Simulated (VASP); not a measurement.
# NaCl in VASP: settings compared, part 2 of 2

VASP 6.6.1. Earlier steps stand in the parts before.

### 4 Single point, PBEsol

Contents of INCAR:

```
ALGO = Normal ; EDIFF = 1E-6
ENCUT = 500 ; GGA = PS
GGA_COMPAT = False ; ISIF = 2
ISMEAR = 0 ; LASPH = True
LCHARG = True ; LELF = True
LREAL = False ; LVHAR = True
LWAVE = False ; NBANDS = 14
NELM = 120 ; PREC = Accurate
SIGMA = 0.1
```

Contents of KPOINTS:

```
k-points
0
Gamma
  2 2 2
```

Contents of POSCAR:

```
NaCl
1.0
    3.5021900000      0.0000000000      0.0000000000
    0.0000000000      3.5021900000      0.0000000000
    0.0000000000      0.0000000000      3.5021900000
Na Cl
1 1
Direct
    0.0000000000      0.0000000000      0.0000000000
    0.5000000000      0.5000000000      0.5000000000
```

Potentials or basis: VASP PAW PBE potentials, release 64 (Na_pv, Cl).

Command:

```
> cat potpaw_PBE.64/Na_pv/POTCAR potpaw_PBE.64/Cl/POTCAR > POTCAR
> mpirun -np 1 vasp_std > vasp.out
```

OUTCAR:

```text
EDIFF = 1E-6
   ENCUT = 500
   GGA = PS
   ISIF = 2
   ISMEAR = 0
   LASPH = True
   LREAL = False
   NELM = 120
   PREC = Accurate

 ion  position               nearest neighbor table
   1  0.000  0.000  0.000-
   2  0.500  0.500  0.500-

  LATTYP: Found a simple cubic cell.
 ALAT       =     3.5021900000

  Lattice vectors:

 A1 = (   3.5021900000,   0.0000000000,   0.0000000000)
[... 229 lines left out ...]
     13      16.2767      0.00000
     14      16.2767      0.00000

------------------------ aborting loop because EDIFF is reached ----------------------------------------

  FORCE on cell =-STRESS in cart. coord.  units (eV):
  Direction    XX          YY          ZZ          XY          YZ          ZX
  --------------------------------------------------------------------------------------
  -------------------------------------------------------------------------------------
  Total        0.7235201      0.7235201      0.7235201      0.0000000      0.0000000     -0.0000000
  in kB       26.9862219     26.9862219     26.9862219      0.0000000      0.0000000     -0.0000000
  external PRESSURE =      26.9862219 kB  Pullay stress =       0.0000000 kB

 VOLUME and BASIS-vectors are now :
 -----------------------------------------------------------------------------
  energy-cutoff  :      500.00
  volume of cell :       42.96
      direct lattice vectors                 reciprocal lattice vectors
     3.502190000  0.000000000  0.000000000     0.285535622  0.000000000  0.000000000
     0.000000000  3.502190000  0.000000000     0.000000000  0.285535622  0.000000000
     0.000000000  0.000000000  3.502190000     0.000000000  0.000000000  0.285535622

 POSITION                                       TOTAL-FORCE (eV/Angst)
 -----------------------------------------------------------------------------------
      0.00000      0.00000      0.00000         0.000000      0.000000      0.000000
      1.75110      1.75110      1.75110         0.000000      0.000000      0.000000
 -----------------------------------------------------------------------------------
    total drift:                               -0.000000      0.000000      0.000000

  FREE ENERGIE OF THE ION-ELECTRON SYSTEM (eV)
  ---------------------------------------------------
  free  energy   TOTEN  =        -6.2018160160 eV

  energy  without entropy=       -6.2018160160  energy(sigma->0) =       -6.20181602
```

Run time: 2.2 s. Hardware: 1 thread of Intel Xeon Platinum 8481C at 2.70GHz (Sapphire Rapids), shared host; peak memory 0.14 GiB.

Results:

```yaml
Free_energy: -6.2018 eV
Pressure: 2.7 GPa
Band_gap_on_the_k_mesh: 3.65 eV, indirect (least direct gap 4.16 eV)
```

Levels at points of the mesh, in eV from the valence-band top:
```csv
k point,band 4,band 5,band 6,band 7,band 8,band 9,band 10,band 11
"(0.00, 0.00, 0.00)",-13.35,-0.52,-0.52,-0.52,3.65,8.24,8.24,15.36
"(0.50, 0.00, 0.00)",-12.98,-3.09,-0.27,-0.27,6.56,8.34,10.23,11.56
"(0.50, 0.50, 0.00)",-12.70,-2.37,-2.37,0.00,5.19,9.57,10.71,10.71
"(0.50, 0.50, 0.50)",-12.41,-1.93,-1.93,-1.93,6.75,6.75,6.75,11.35
```

Caveat: the k points lie up to 0.90 Å⁻¹ apart; the PAW data sets were made with another functional, which shifts forces and pressure a little. A k mesh can miss the band edges.

### 5 Single point, LDA

Contents of INCAR:

```
PREC = Accurate
ENCUT = 400
EDIFF = 1E-6
ISMEAR = 0
SIGMA = 0.01
LREAL = False
LASPH = True
NELM = 120
ALGO = Normal
ISIF = 2
LWAVE = False
LCHARG = False
GGA = CA
NBANDS = 14
GGA_COMPAT = False
```

Contents of KPOINTS:

```
regular mesh
0
Gamma
  2 2 2
```

Contents of POSCAR:

```
NaCl
1.0
    3.5021900000      0.0000000000      0.0000000000
    0.0000000000      3.5021900000      0.0000000000
    0.0000000000      0.0000000000      3.5021900000
Na Cl
1 1
Direct
   -0.0016418298     -0.0009168549     -0.0011370028
    0.5010647623      0.5005944852      0.5007372530
```

Potentials or basis: VASP PAW LDA potentials, release 64 (Na_pv, Cl).

Command:

```
> cat potpaw_LDA.64/Na_pv/POTCAR potpaw_LDA.64/Cl/POTCAR > POTCAR
> mpirun -np 1 vasp_std > vasp.out
```

Run time: 1.2 s. Hardware: 1 thread of Intel Xeon Platinum 8481C at 2.70GHz (Sapphire Rapids), shared host; peak memory 0.11 GiB.

Results (log left out):

```yaml
Free_energy: -6.5254 eV
Pressure: 0.7 GPa
Band_gap_on_the_k_mesh: 3.36 eV, indirect (least direct gap 3.89 eV)
```

Levels at points of the mesh, in eV from the valence-band top:
```tsv
k point	band 3	band 4	band 5	band 6	band 7	band 8	band 9	band 10	band 11	band 12
(0.00, 0.00, 0.00)	-22.46	-13.30	-0.53	-0.53	-0.53	3.36	8.06	8.06	15.01	15.01
(0.50, 0.00, 0.00)	-22.46	-12.92	-3.16	-0.28	-0.28	6.31	8.06	10.12	11.36	11.36
(0.00, 0.50, 0.00)	-22.46	-12.92	-3.16	-0.28	-0.28	6.31	8.06	10.12	11.36	11.36
(0.00, 0.00, 0.50)	-22.46	-12.92	-3.16	-0.28	-0.28	6.31	8.06	10.12	11.36	11.36
(0.50, 0.50, 0.00)	-22.46	-12.63	-2.41	-2.41	0.00	4.91	9.39	10.43	10.43	12.18
(0.00, 0.50, 0.50)	-22.46	-12.63	-2.41	-2.41	0.00	4.91	9.39	10.43	10.43	12.18
(0.50, 0.00, 0.50)	-22.46	-12.63	-2.41	-2.41	0.00	4.91	9.39	10.43	10.43	12.18
(0.50, 0.50, 0.50)	-22.49	-12.34	-1.95	-1.95	-1.95	6.51	6.51	6.51	10.94	15.33
```

Caveat: the k points lie up to 0.90 Å⁻¹ apart.

### 6 Overview

```csv
level,potentials or basis,cutoff (eV),smearing,gap on the mesh (eV),pressure (GPa)
PBE,"VASP PAW PBE potentials, release 64 (Na_pv, Cl)",500,fermi-dirac 0.005 eV,3.79,3.8
PBEsol,"VASP PAW PBE potentials, release 64 (Na_pv, Cl)",500,gaussian 0.1 eV,3.65,2.7
LDA,"VASP PAW LDA potentials, release 64 (Na_pv, Cl)",400,gaussian 0.01 eV,3.36,0.7
```

Some of these runs hold the atoms at other places in the same cell, which the table doesn't show; runs alike in all that it shows share one row.

Alike in all rows: task single point; no spin polarisation; cell as given; k mesh 2 × 2 × 2.

Caveats: all runs use coarse meshes; the PAW data sets were made with another functional, which shifts forces and pressure a little (some runs).

Absolute energies hang on the potentials; compare differences alone.
